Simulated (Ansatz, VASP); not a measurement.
# Two plane-wave programs on ZnS

```
Zn S
1.0
     3.98595    0.00000    0.00000
    -1.99297    3.45193    0.00000
     0.00000    0.00000    5.54388
Zn S
2 2
Direct
  0.33333 0.66667 0.00000
  0.66667 0.33333 0.50000
  0.33333 0.66667 0.50000
  0.66667 0.33333 0.00000
```

Alike in both runs: functional PBEsol; k mesh 3 × 3 × 2; occupations gaussian, width 0.02 eV; no spin polarisation.

Ansatz relaxed the structure, and its values are those at the end. VASP's run is a single point on that final structure, the one shown.

|  | VASP | Ansatz |
| --- | --- | --- |
| version | VASP 6.6.1 | Ansatz 0.2.0 |
| potentials or method | VASP PAW PBE potentials, release 64 (Zn, S), cutoff 500 eV | scalar-relativistic, plane waves, PAW |
| valence electrons in the cell | 36 | 36 |

```csv
,VASP,Ansatz,Ansatz less VASP
gap on the k mesh at the Fermi level (eV),0.87,0.87,+0.003
least direct gap on the mesh (eV),0.87,0.87,+0.003
pressure (GPa),0.2,0.0,-0.20
```

VASP's potentials were made for PBE, not for PBEsol. The functional is the same, so the differences come from potentials, cutoffs and numerics.

The k mesh is coarse, so the values compare programs but aren't converged.
